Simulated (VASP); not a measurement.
# Si (P6_3/mmc) in VASP: notebook

Runs on Si. Level: HSE06. Tasks: single point.

All numbers are computed with VASP 6.6.1; they aren't measurements. Logs are shortened: lines on timing, memory, paths and dates and some standing lists are left out, and cuts for length are marked.

**1. The cell of the first run**

It takes space group P6_3/mmc (No. 194, hexagonal). The conventional cell has a = 3.832 Å, b = 3.832 Å, c = 6.214 Å, α = 90.00°, β = 90.00°, γ = 120.00°. Si (site symmetry 3m) has 4 Si at 2.34 Å within 3.1 Å.

This isn't the form of Si at room conditions, which is diamond.

**2. Single point, HSE06 (uniaxial z strain -2.0%)**

File POSCAR:

```
Si
1.0
    3.8321168108      0.0000000000      0.0000000000
   -1.9160584054      3.3187105084      0.0000000000
    0.0000000000      0.0000000000      6.2137797866
Si
4
Direct
    0.3333333333      0.6666666667      0.0617672776
    0.6666666667      0.3333333333      0.5617672776
    0.3333333333      0.6666666667      0.4382327224
    0.6666666667      0.3333333333      0.9382327224
```

File INCAR.step1:

```
SYSTEM = Si
ALGO     = Normal         ! electronic algorithm
EDIFF    = 1E-5           ! SCF threshold, eV
ENCUT    = 520            ! plane-wave cutoff, eV
GGA      = PE             ! functional
ISIF     = 2              ! what is computed and relaxed
ISMEAR   = 0              ! smearing method
LASPH    = .True.         ! aspherical terms in the spheres
LCHARG   = .False.        ! write CHGCAR
LREAL    = .False.        ! projectors in reciprocal space
LWAVE    = .True.         ! write WAVECAR
NBANDS   = 16             ! bands
NELM     = 80             ! most SCF steps
PREC     = Accurate       ! precision mode
SIGMA    = 0.01           ! smearing width, eV
```

File INCAR.step2:

```
SYSTEM = Si
ALGO     = Normal         ! electronic algorithm
EDIFF    = 1E-6           ! SCF threshold, eV
ENCUT    = 520            ! plane-wave cutoff, eV
GGA      = PE             ! functional
HFSCREEN = 0.2079         ! screening, 1/A
ISIF     = 2              ! what is computed and relaxed
ISMEAR   = 0              ! smearing method
ISTART   = 1            
LASPH    = .True.         ! aspherical terms in the spheres
LCHARG   = .False.        ! write CHGCAR
LHFCALC  = .True.         ! exact exchange
LREAL    = .False.        ! projectors in reciprocal space
LWAVE    = .False.        ! write WAVECAR
NBANDS   = 16             ! bands
NELM     = 80             ! most SCF steps
PREC     = Accurate       ! precision mode
PRECFOCK = Normal       
SIGMA    = 0.01           ! smearing width, eV
```

File KPOINTS:

```
k-points
0
Gamma
  6 6 4
  0 0 0
```

Potentials or basis: VASP PAW PBE potentials, release 64 (Si).

Launch:

```console
$ cat potpaw_PBE.64/Si/POTCAR > POTCAR
$ cp INCAR.step1 INCAR
$ mpirun -np 1 vasp_std > vasp.out
$ cp INCAR.step2 INCAR
$ mpirun -np 1 vasp_std > vasp.out
```

OUTCAR:

```text
SYSTEM = Si
   EDIFF = 1E-6
   ENCUT = 520
   GGA = PE
   HFSCREEN = 0.2079
   ISIF = 2
   ISMEAR = 0
   ISTART = 1
   LASPH = .True.
   LHFCALC = .True.
   LREAL = .False.
   NELM = 80
   PREC = Accurate
   PRECFOCK = Normal

 ion  position               nearest neighbor table
   1  0.333  0.667  0.062-   3 2.34   4 2.34   4 2.34   4 2.34
   2  0.667  0.333  0.562-   4 2.34   3 2.34   3 2.34   3 2.34
   3  0.333  0.667  0.438-   1 2.34   2 2.34   2 2.34   2 2.34
   4  0.667  0.333  0.938-   2 2.34   1 2.34   1 2.34   1 2.34

  LATTYP: Found a hexagonal cell.
 ALAT       =     3.8321168108
 C/A-ratio  =     1.6215006205

  Lattice vectors:

 A1 = (   3.8321168108,   0.0000000000,   0.0000000000)
 A2 = (  -1.9160584054,   3.3187105084,   0.0000000000)
 A3 = (   0.0000000000,   0.0000000000,   6.2137797866)

Analysis of symmetry for initial positions (statically):
=====================================================================
 Subroutine PRICEL returns:
 Original cell was already a primitive cell.

 Routine SETGRP: Setting up the symmetry group for a
 hexagonal supercell.

 Subroutine GETGRP returns: Found 24 space group operations
 (whereof 12 operations were pure point group operations)
 out of a pool of 24 trial point group operations.

The static configuration has the point symmetry D_3d.
 The point group associated with its full space group is D_6h.

Analysis of symmetry for dynamics (positions and initial velocities):
=====================================================================
 Subroutine PRICEL returns:
 Original cell was already a primitive cell.

 Routine SETGRP: Setting up the symmetry group for a
 hexagonal supercell.

 Subroutine GETGRP returns: Found 24 space group operations
 (whereof 12 operations were pure point group operations)
 out of a pool of 24 trial point group operations.

The dynamic configuration has the point symmetry D_3d.
 The point group associated with its full space group is D_6h.

 Subroutine INISYM returns: Found 24 space group operations
 (whereof 12 operations are pure point group operations),
 and found     1 'primitive' translations

----------------------------------------------------------------------------------------

                                     Primitive cell

[... 98 lines left out ...]
   POTIM  = 0.5000    time-step for ionic-motion
   TEBEG  =    0.0;   TEEND  =   0.0 temperature during run
   PSTRESS=    0.0 pullay stress
   NELECT =      16.0000    total number of electrons
   NUPDOWN=      -1.0000    fix difference up-down
   EMIN   =  10.00;   EMAX   =-10.00  energy-range for DOS
   EFERMI =   0.00;   METHOD = LEGACY
   ISMEAR =     0;   SIGMA  =   0.01  broadening in eV -4-tet -1-fermi 0-gaus
   EFERMI_NEDOS =   21; number of points for ismear=-14 and -15
   IALGO  =     38    algorithm
   IMIX   =      1    mixing-type and parameters
     AMIX     =   0.40;   BMIX     =  1.00
     AMIX_MAG =   1.60;   BMIX_MAG =  1.00
  volume/ion in A,a.u.               =      19.76       133.32
  Fermi-wavevector in a.u.,A,eV,Ry     =   0.961303  1.816599 12.573183  0.924103
  Thomas-Fermi vector in A             =   2.090663
   LORBIT       =      0    0 simple, 1 ext, 2 COOP (PROOUT), +10 PAW based schemes
   GGA     = PE    functional components
   LHFCALC =     T    Hartree Fock is set to
   PRECFOCK=normal    Normal, Fast or Accurate (Low or Medium for compatibility)
   ENCUT4O =  -1.0   cutoff for four orbital integrals eV
   NKREDX  =     1    reduce k-point grid by
   NKREDY  =     1    reduce k-point grid by
   NKREDZ  =     1    reduce k-point grid by
   AEXX    =    0.2500 exact exchange contribution
   HFSCREEN=    0.2079 screening length (either q_TF or 0.3 A-1)
   HFSCREENC=   0.2079 screening length for correlation (either q_TF or 0.3 A-1)
   ENCUTFOCK=  -1.0 apply spherical cutoff to Coloumb kernel
   IVDW    =     0    specifies the selected vdW correction
   LEPSILON=     F    determine dielectric tensor
   LRPA    =     F    only Hartree local field effects (RPA)
 non-spin polarized calculation
 Gauss-broadening in eV      SIGMA  =   0.01
  energy-cutoff  :      520.00
  volume of cell :       79.02
 maximum number of plane-waves:      2156
 NGX is ok and might be reduce to    30
  NGX = 24; NGY = 24; NGZ = 36

 number of electron      16.0000000 magnetization

 Free energy of the ion-electron system (eV)
  ---------------------------------------------------
  ext. energy  EPLUGINS =         0.00000000
  ---------------------------------------------------
  free energy    TOTEN  =       -25.01922568 eV

  energy without entropy =      -25.01922568  energy(sigma->0) =      -25.01922568

 E-fermi :   5.9293     XC(G=0):  -7.8817

 val. band max:        5.8619232475   @ k =   0.0000   0.0000   0.0000
 cond. band min:       6.7320122990   @ k =   0.5000   0.0000   0.0000
 fundamental gap:      0.8700890515
 Fermi energy:         5.9292840423

 k-point     1 :       0.0000    0.0000    0.0000
  band No.  band energies     occupation
      1      -7.7962      2.00000
      2      -5.0918      2.00000
      3      -2.1596      2.00000
      4       4.0755      2.00000
      5       4.0755      2.00000
      6       5.6358      2.00000
[... 376 lines left out ...]
      3      -2.4085      2.00000
      4      -2.4085      2.00000
      5       0.9192      2.00000
      6       0.9192      2.00000
[... 8 lines left out ...]
     15      12.9919      0.00000
     16      12.9919      0.00000

------------------------ aborting loop because EDIFF is reached ----------------------------------------

  FORCE on cell =-STRESS in cart. coord.  units (eV):
  Direction    XX          YY          ZZ          XY          YZ          ZX
  --------------------------------------------------------------------------------------
  -------------------------------------------------------------------------------------
  Total        0.1842159      0.1842159      1.9325262      0.0000000     -0.0000000      0.0000000
  in kB        3.7348549      3.7348549     39.1806828      0.0000000     -0.0000000      0.0000000
  external PRESSURE =      15.5501309 kB  Pullay stress =       0.0000000 kB

 VOLUME and BASIS-vectors are now :
 -----------------------------------------------------------------------------
  energy-cutoff  :      520.00
  volume of cell :       79.02
      direct lattice vectors                 reciprocal lattice vectors
     3.832116811  0.000000000  0.000000000     0.260952379  0.150660927  0.000000000
    -1.916058405  3.318710508  0.000000000     0.000000000  0.301321853  0.000000000
     0.000000000  0.000000000  6.213779787     0.000000000  0.000000000  0.160932642

 POSITION                                       TOTAL-FORCE (eV/Angst)
 -----------------------------------------------------------------------------------
     -0.00000      2.21247      0.38381        -0.000000     -0.000000     -0.021842
      1.91606      1.10624      3.49070         0.000000      0.000000     -0.021842
     -0.00000      2.21247      2.72308        -0.000000      0.000000      0.021842
      1.91606      1.10624      5.82997         0.000000      0.000000      0.021842
 -----------------------------------------------------------------------------------
    total drift:                               -0.000000     -0.000000      0.000000

  FREE ENERGIE OF THE ION-ELECTRON SYSTEM (eV)
  ---------------------------------------------------
  free  energy   TOTEN  =       -25.0192256782 eV

  energy  without entropy=      -25.0192256782  energy(sigma->0) =      -25.01922568
```

OSZICAR.step1:

```text
N       E                     dE             d eps       ncg     rms          rms(c)
DAV:   1     0.278318285713E+02    0.27832E+02   -0.60732E+03   672   0.821E+02
DAV:   2    -0.200702827161E+02   -0.47902E+02   -0.42395E+02   920   0.124E+02
DAV:   3    -0.219580754462E+02   -0.18878E+01   -0.18736E+01   856   0.232E+01
DAV:   4    -0.219794102583E+02   -0.21335E-01   -0.21325E-01   880   0.312E+00
DAV:   5    -0.219797961916E+02   -0.38593E-03   -0.38581E-03   856   0.395E-01    0.704E+00
DAV:   6    -0.217125850382E+02    0.26721E+00   -0.10756E-01   752   0.155E+00    0.430E+00
DAV:   7    -0.215907679668E+02    0.12182E+00   -0.22630E-01   808   0.235E+00    0.257E-01
DAV:   8    -0.215931289512E+02   -0.23610E-02   -0.15930E-02   808   0.629E-01    0.106E-01
DAV:   9    -0.215936789323E+02   -0.54998E-03   -0.68655E-04   872   0.151E-01    0.816E-02
DAV:  10    -0.215937924037E+02   -0.11347E-03   -0.13378E-04   768   0.582E-02    0.145E-02
DAV:  11    -0.215937931508E+02   -0.74707E-06   -0.29303E-06   688   0.105E-02
   1 F= -.21593793E+02 E0= -.21593793E+02  d E =-.316084E-11
```

It took 22 min on 1 thread of Intel Xeon Platinum 8559C (Emerald Rapids), shared host; peak memory 0.32 GiB.

What came out:

| Quantity | Value |
| --- | --- |
| Free energy | -25.0192 eV |
| Pressure | 1.6 GPa |
| Largest force | 0.022 eV/Å |
| Band gap on the k mesh | 0.87 eV (least direct gap 1.54 eV) |

Forces on the atoms (eV/Å):
```
Si   0.000  0.000 -0.022
Si   0.000  0.000 -0.022
Si   0.000  0.000  0.022
Si   0.000  0.000  0.022
```

Caveat: the cell differs from its parent crystal (uniaxial z strain -2.0%); the PAW data sets were made with another functional, which shifts forces and pressure a little.

**3. Single point, HSE06 (biaxial xy strain -2.8%)**

File POSCAR:

```
Si
1.0
    3.7240511167      0.0000000000      0.0000000000
   -1.8620255583      3.2251228720      0.0000000000
    0.0000000000      0.0000000000      6.3412386841
Si
4
Direct
    0.3333333333      0.6666666667      0.0651655269
    0.6666666667      0.3333333333      0.5651655269
    0.3333333333      0.6666666667      0.4348344731
    0.6666666667      0.3333333333      0.9348344731
```

File INCAR.step1:

```
SYSTEM = Si
ALGO = Normal
EDIFF = 1E-5
ENCUT = 520
GGA = PE
ISIF = 2
ISMEAR = 0
LASPH = .TRUE.
LCHARG = .FALSE.
LREAL = .FALSE.
LWAVE = .TRUE.
NBANDS = 16
NELM = 60
PREC = Accurate
SIGMA = 0.01
```

File INCAR.step2:

```
SYSTEM = Si
ALGO = Normal
EDIFF = 1E-6
ENCUT = 520
GGA = PE
HFSCREEN = 0.2079
ISIF = 2
ISMEAR = 0
ISTART = 1
LASPH = .TRUE.
LCHARG = .FALSE.
LHFCALC = .TRUE.
LREAL = .FALSE.
LWAVE = .FALSE.
NBANDS = 16
NELM = 60
PREC = Accurate
PRECFOCK = Normal
SIGMA = 0.01
```

File KPOINTS:

```
k-points
0
G
  6 6 4
  0 0 0
```

Potentials or basis: VASP PAW PBE potentials, release 64 (Si).

Launch:

```console
$ cat potpaw_PBE.64/Si/POTCAR > POTCAR
$ cp INCAR.step1 INCAR
$ mpirun -np 1 vasp_std > vasp.out
$ cp INCAR.step2 INCAR
$ mpirun -np 1 vasp_std > vasp.out
```

Wall time 47 min (1 thread of Intel Xeon Platinum 8375C at 2.90GHz (Ice Lake), shared host); peak memory 0.31 GiB.

The run converged. Its results:

* Free energy: -24.9373 eV
* Pressure: 5.6 GPa
* Largest force: 0.027 eV/Å
* Band gap on the k mesh: 0.92 eV (least direct gap 2.16 eV)

Forces on the atoms (eV/Å):
```
Si   0.000  0.000 -0.027
Si   0.000  0.000 -0.027
Si   0.000  0.000  0.027
Si   0.000  0.000  0.027
```

Stress tensor (GPa, compression positive):
```
7.53 0.00 0.00
0.00 7.53 0.00
0.00 0.00 1.70
```

Levels at points of the mesh, in eV from the valence-band top:
```csv
k point,band 6,band 7,band 8,band 9,band 10,band 11
"(0.00, 0.00, 0.00)",-0.73,0.00,0.00,2.16,2.59,2.74
"(0.50, 0.00, 0.00)",-3.55,-3.49,-1.73,0.92,3.06,3.27
"(0.00, 0.00, 0.50)",-0.99,-0.99,-0.99,2.88,2.88,3.77
"(0.50, 0.00, 0.50)",-3.05,-2.79,-2.79,1.36,1.36,2.05
```

Caveat: the cell differs from its parent crystal (biaxial xy strain -2.8%); the cell stands under pressure; the PAW data sets were made with another functional, which shifts forces and pressure a little.
